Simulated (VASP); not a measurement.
# Ag (I4_1/amd) in VASP: relaxation of cell and atoms with BLYP

Aim: the relaxation of cell and atoms of Ag with BLYP.

All numbers are computed with VASP 6.6.1; they aren't measurements. Logs are shortened: lines on timing, memory, paths and dates and some standing lists are left out, and cuts for length are marked.

**1. The cell of the first run**

The structure is tetragonal, space group I4_1/amd (No. 141). Conventional cell: a = 5.081 Å, b = 5.081 Å, c = 2.774 Å, α = 90.00°, β = 90.00°, γ = 90.00°. Within 3.5 Å of Ag (site symmetry -4m2) lie 10 Ag at 2.63 to 3.28 Å.

**2. Relaxation of cell and atoms, BLYP**

File INCAR:

```
AGGAC    = 1.0          
AGGAX    = 1.0          
ALDAC    = 0.0          
ALDAX    = 1.0          
ALGO     = Normal         # electronic algorithm
EDIFF    = 1E-7           # SCF threshold, eV
EDIFFG   = -0.01          # ionic threshold
ENCUT    = 600            # plane-wave cutoff, eV
GGA      = B5             # functional
IBRION   = 2              # ionic algorithm
ISIF     = 3              # what is computed and relaxed
ISMEAR   = -1             # smearing method
ISYM     = 0            
LASPH    = T              # aspherical terms in the spheres
LCHARG   = F              # write CHGCAR
LREAL    = F              # projectors in reciprocal space
LWAVE    = F              # write WAVECAR
NELM     = 60             # most SCF steps
NSW      = 80             # ionic steps
PREC     = Accurate       # precision mode
SIGMA    = 0.1            # smearing width, eV
```

File KPOINTS:

```
k-points
0
Gamma
  13 13 9
```

File POSCAR:

```
Ag
1.0
   -2.5407104621      2.5407104621      1.3872279123
    2.5407104621     -2.5407104621      1.3872279123
    2.5407104621      2.5407104621     -1.3872279123
Ag
2
Direct
    0.0000000000      0.0000000000      0.0000000000
    0.7500000000      0.2500000000      0.5000000000
```

Potentials or basis: VASP PAW PBE potentials, release 64 (Ag).

Started as:

```bash
$ cat potpaw_PBE.64/Ag/POTCAR > POTCAR
$ mpirun -np 1 vasp_std > vasp.out
```

OUTCAR:

```text
EDIFF = 1E-7
   EDIFFG = -0.01
   ENCUT = 600
   GGA = B5
   IBRION = 2
   ISIF = 3
   ISMEAR = -1
   ISYM = 0
   LASPH = T
   LREAL = F
   NELM = 60
   NSW = 80
   PREC = Accurate

 ion  position               nearest neighbor table
   1  0.000  0.000  0.000-   2 2.63   2 2.63   2 2.63   2 2.63   2 3.28   2 3.28   2 3.28   2 3.28

   2  0.750  0.250  0.500-   1 2.63   1 2.63   1 2.63   1 2.63   1 3.28   1 3.28   1 3.28   1 3.28

IMPORTANT INFORMATION: All symmetrisations will be switched off!
NOSYMM: (Re-)initialisation of all symmetry stuff for point group C_1.

----------------------------------------------------------------------------------------

                                     Primitive cell

  volume of cell :      35.8194

  direct lattice vectors                    reciprocal lattice vectors
    -2.540710462  2.540710462  1.387227912     0.000000000  0.196795348  0.360431041
     2.540710462 -2.540710462  1.387227912     0.196795348  0.000000000  0.360431041
     2.540710462  2.540710462 -1.387227912     0.196795348  0.196795348  0.000000000

  length of vectors
     3.851599744  3.851599744  3.851599744     0.410656723  0.410656723  0.278310650

  position of ions in fractional coordinates (direct lattice)
     0.000000000  0.000000000  0.000000000
     0.750000000  0.250000000  0.500000000

  ion indices of the primitive-cell ions
   primitive index   ion index
                 1           1
                 2           2

----------------------------------------------------------------------------------------

 KPOINTS: k-points

Automatic generation of k-mesh.
 Grid dimensions read from file:
 generate k-points for:   13   13    9

 Generating k-lattice:

  Cartesian coordinates                     Fractional coordinates (reciprocal lattice)
     0.000000000  0.015138104  0.027725465     0.076923077 -0.000000000  0.000000000
     0.015138104  0.000000000  0.027725465    -0.000000000  0.076923077  0.000000000
     0.021866150  0.021866150  0.000000000     0.000000000  0.000000000  0.111111111

  Length of vectors
     0.031588979  0.031588979  0.030923406

  Shift w.r.t. Gamma in fractional coordinates (k-lattice)
     0.000000000  0.000000000  0.000000000

 -----------------------------------------------------------------------------
|                                                                             |
|           W    W    AA    RRRRR   N    N  II  N    N   GGGG   !!!           |
|           W    W   A  A   R    R  NN   N  II  NN   N  G    G  !!!           |
|           W    W  A    A  R    R  N N  N  II  N N  N  G       !!!           |
|           W WW W  AAAAAA  RRRRR   N  N N  II  N  N N  G  GGG   !            |
|           WW  WW  A    A  R   R   N   NN  II  N   NN  G    G                |
|           W    W  A    A  R    R  N    N  II  N    N   GGGG   !!!           |
|                                                                             |
|     Your reciprocal lattice and k-lattice belong to different lattice       |
|     classes:                                                                |
|                                                                             |
|        The reciprocal lattice is body-centered tetragonal,                  |
|        whereas your k-lattice is base-centered monoclinic.                  |
|                                                                             |
|     Results are often still useful ...                                      |
|                                                                             |
 -----------------------------------------------------------------------------

 WARNING: IBZKPT: internal override: KBLOWUP is changed to .FALSE.
      ... skipping the blow-up phase ...

 Subroutine IBZKPT returns following result:
 ===========================================

 Found    761 irreducible k-points:

 Following reciprocal coordinates:
            Coordinates               Weight
  0.000000  0.000000  0.000000      1.000000
  0.076923  0.000000  0.000000      2.000000
  0.153846  0.000000  0.000000      2.000000
  0.230769  0.000000  0.000000      2.000000
  0.307692  0.000000  0.000000      2.000000
  0.384615 -0.000000 -0.000000      2.000000
[... 16 lines left out ...]
  0.153846  0.153846  0.000000      2.000000
  0.230769  0.153846  0.000000      2.000000
 [... further k-points ...]
   k-points           NKPTS =    761   k-points in BZ     NKDIM =    761   number of bands    NBANDS=     15
   number of dos      NEDOS =    301   number of ions     NIONS =      2
   total plane-waves  NPLWV =  32768
   dimension x,y,z NGX =    32 NGY =   32 NGZ =   32
   dimension x,y,z NGXF=    64 NGYF=   64 NGZF=   64
   ions per type =               2
   NGX,Y,Z   is equivalent  to a cutoff of  13.81, 13.81, 13.81 a.u.
   NGXF,Y,Z  is equivalent  to a cutoff of  27.62, 27.62, 27.62 a.u.
 SYSTEM =  unknown system
   PREC   = accura    normal or accurate (medium, high low for compatibility)
   ISTART =      0    job   : 0-new  1-cont  2-samecut
   ICHARG =      2    charge: 1-file 2-atom 10-const
   ISPIN  =      1    spin polarized calculation?
   LNONCOLLINEAR =      F non collinear calculations
   LSORBIT =      F    spin-orbit coupling
   LASPH  =      T    aspherical Exc in radial PAW
   ENCUT  =  600.0 eV  44.10 Ry    6.64 a.u.   7.69  7.69  7.69*2*pi/ulx,y,z
   NELM   =     60;   NELMIN=  2; NELMDL= -5     # of ELM steps
   EDIFF  = 0.1E-06   stopping-criterion for ELM
   LREAL  =      F    real-space projection
   EDIFFG = -.1E-01   stopping-criterion for IOM
   NSW    =     80    number of steps for IOM
   IBRION =      2    ionic relax: 0-MD 1-quasi-New 2-CG
   NFREE  =      1    steps in history (QN), initial steepest desc. (CG)
   ISIF   =      3    stress and relaxation
   ISYM   =      0    0-nonsym 1-usesym 2-fastsym
   POTIM  = 0.5000    time-step for ionic-motion
   TEBEG  =    0.0;   TEEND  =   0.0 temperature during run
   PSTRESS=    0.0 pullay stress
   NELECT =      22.0000    total number of electrons
   NUPDOWN=      -1.0000    fix difference up-down
   EMIN   =  10.00;   EMAX   =-10.00  energy-range for DOS
   EFERMI =   0.00;   METHOD = LEGACY
   ISMEAR =    -1;   SIGMA  =   0.10  broadening in eV -4-tet -1-fermi 0-gaus
   EFERMI_NEDOS =   21; number of points for ismear=-14 and -15
   IALGO  =     38    algorithm
   IMIX   =      4    mixing-type and parameters
     AMIX     =   0.40;   BMIX     =  1.00
     AMIX_MAG =   1.60;   BMIX_MAG =  1.00
  volume/ion in A,a.u.               =      17.91       120.86
  Fermi-wavevector in a.u.,A,eV,Ry     =   1.391585  2.629714 26.347794  1.936508
  Thomas-Fermi vector in A             =   2.515410
   LORBIT       =      0    0 simple, 1 ext, 2 COOP (PROOUT), +10 PAW based schemes
   GGA     = B5    functional components
   LHFCALC =     F    Hartree Fock is set to
   AEXX    =    0.0000 exact exchange contribution
   IVDW    =     0    specifies the selected vdW correction
   LEPSILON=     F    determine dielectric tensor
   LRPA    =     F    only Hartree local field effects (RPA)
 conjugate gradient relaxation of ions
 non-spin polarized calculation
  energy-cutoff  :      600.00
  volume of cell :       35.82
 maximum number of plane-waves:      1211
   NGX = 15   NGY = 15   NGZ = 15

--------------------------------------- Ionic step        1  -------------------------------------------

 number of electron      22.0000002 magnetization

 Free energy of the ion-electron system (eV)
  ---------------------------------------------------
  ext. energy  EPLUGINS =         0.00000000
  ---------------------------------------------------
  free energy    TOTEN  =        -3.58652381 eV

  energy without entropy =       -3.57056945  energy(sigma->0) =       -3.57854663

------------------------ aborting loop because EDIFF is reached ----------------------------------------

  FORCE on cell =-STRESS in cart. coord.  units (eV):
  Direction    XX          YY          ZZ          XY          YZ          ZX
  --------------------------------------------------------------------------------------
  -------------------------------------------------------------------------------------
  Total        4.2848509      4.2848510      2.5541317      0.0148076      0.0095512      0.0095514
  in kB      191.6585205    191.6585246    114.2446055      0.6623329      0.4272202      0.4272281
  external PRESSURE =     165.8538835 kB  Pullay stress =       0.0000000 kB
[... 21 lines left out ...]
  energy  without entropy=       -3.5705694531  energy(sigma->0) =       -3.57854663

--------------------------------------- Ionic step        2  -------------------------------------------

 number of electron      22.0000005 magnetization

 E-fermi :   5.3423     XC(G=0):  -9.8881

 val. band max:        5.3407067180   @ k =   0.3846   0.0000   0.2222
 cond. band min:       5.3777088512   @ k =   0.3077   0.3846   0.4444
 fundamental gap:      0.0370021331
 Fermi energy:         5.3423028370

 k-point     1 :       0.0000    0.0000    0.0000
  band No.  band energies     occupation
      1      -0.4559      2.00000
      2       0.2576      2.00000
      3       0.2961      2.00000
      4       0.5197      2.00000
      5       0.6410      2.00000
      6       1.9370      2.00000
      7       1.9372      2.00000
      8       1.9612      2.00000
      9       1.9615      2.00000
     10       2.3682      2.00000
     11       2.8020      2.00000
     12       9.2965      0.00000
     13       9.3082      0.00000
     14      11.8528      0.00000
     15      14.8678      0.00000
[... 555 lines left out ...]
  energy  without entropy=       -3.8821973256  energy(sigma->0) =       -3.89100058

--------------------------------------- Ionic step        6  -------------------------------------------

 number of electron      21.9999996 magnetization

 Free energy of the ion-electron system (eV)
  ---------------------------------------------------
  ext. energy  EPLUGINS =         0.00000000
  ---------------------------------------------------
  free energy    TOTEN  =        -3.90036912 eV

  energy without entropy =       -3.88261270  energy(sigma->0) =       -3.89149091

 E-fermi :   6.1850     XC(G=0): -10.3096

 val. band max:        6.1830210344   @ k =   0.3846   0.0769  -0.0000
 cond. band min:       6.1853015441   @ k =  -0.2308  -0.4615   0.2222
 fundamental gap:      0.0022805097
 Fermi energy:         6.1849767396

 k-point     1 :       0.0000    0.0000    0.0000
  band No.  band energies     occupation
      1      -0.0615      2.00000
      2       0.7578      2.00000
      3       0.8335      2.00000
      4       1.0436      2.00000
      5       1.1907      2.00000
      6       2.7280      2.00000
      7       2.7284      2.00000
      8       2.7532      2.00000
      9       2.7536      2.00000
     10       3.2023      2.00000
     11       3.6978      2.00000
     12      10.1861      0.00000
     13      10.2096      0.00000
     14      13.3631      0.00000
     15      16.0904      0.00000
[... 443 lines left out ...]
  FREE ENERGIE OF THE ION-ELECTRON SYSTEM (eV)
  ---------------------------------------------------
  free  energy   TOTEN  =        -3.9003691206 eV

  energy  without entropy=       -3.8826126998  energy(sigma->0) =       -3.89149091

 reached required accuracy - stopping structural energy minimisation
```

Wall time 12 min (1 thread of Intel Xeon 6975P-C (Granite Rapids), shared host); peak memory 0.56 GiB.

What came out:

- Free energy: -3.9004 eV
- Relaxed volume: 21.35 Å³/atom
- Relaxed cell: a = 4.121 Å, b = 4.121 Å, c = 4.124 Å, α = 96.84°, β = 96.84°, γ = 139.52°
- Space group after relaxing (to 0.1 Å): I4_1/amd (No. 141)
- Energy gained by relaxing: 156.9 meV/atom
- Ionic steps: 6
- Pressure after relaxing: 0.0 GPa
- Largest force after relaxing: 0.004 eV/Å
- Band gap on the k mesh: zero (bands 11 and 12 overlap by 5.21 eV)

Forces in eV/Å, atoms in the order of the input:
```
Ag  -0.003  0.003  0.000
Ag   0.003 -0.003  0.000
```

Step by step:
| step | energy change (eV) | largest force (eV/Å) | pressure (GPa) | volume (Å³) |
| --- | --- | --- | --- | --- |
| 1 | 0.0000 | 0.0000 | 16.59 | 35.82 |
| 2 | -0.2699 | 0.0015 | -3.54 | 46.29 |
| 3 | -0.3103 | 0.0016 | -0.05 | 42.73 |
| 4 | -0.3103 | 0.0016 | -0.23 | 42.88 |
| 5 | -0.3133 | 0.0032 | -0.08 | 42.77 |
| 6 | -0.3138 | 0.0042 | 0.04 | 42.69 |

Final structure:
```cif
data_structure
_symmetry_space_group_name_H-M 'P 1'
_symmetry_Int_Tables_number 1
_cell_length_a 4.1214
_cell_length_b 4.1214
_cell_length_c 4.1236
_cell_angle_alpha 96.839
_cell_angle_beta 96.839
_cell_angle_gamma 139.519
_cell_volume 42.69
loop_
_atom_site_label
_atom_site_type_symbol
_atom_site_fract_x
_atom_site_fract_y
_atom_site_fract_z
_atom_site_occupancy
Ag1 Ag 0.00002 0.99998 0.00000 1
Ag2 Ag 0.74999 0.25002 0.50000 1
```

Levels at points of the mesh, in eV from the Fermi level:
| k point | band 7 | band 8 | band 9 | band 10 | band 11 | band 12 | band 13 | band 14 | band 15 |
| --- | --- | --- | --- | --- | --- | --- | --- | --- | --- |
| (0.00, 0.00, 0.00) | -3.46 | -3.43 | -3.43 | -2.98 | -2.49 | 4.00 | 4.02 | 7.18 | 9.91 |

Caveat: the volume moved by over 15 % at a fixed basis, so the end points are rough; the PAW data sets were made with another functional, which shifts forces and pressure a little.
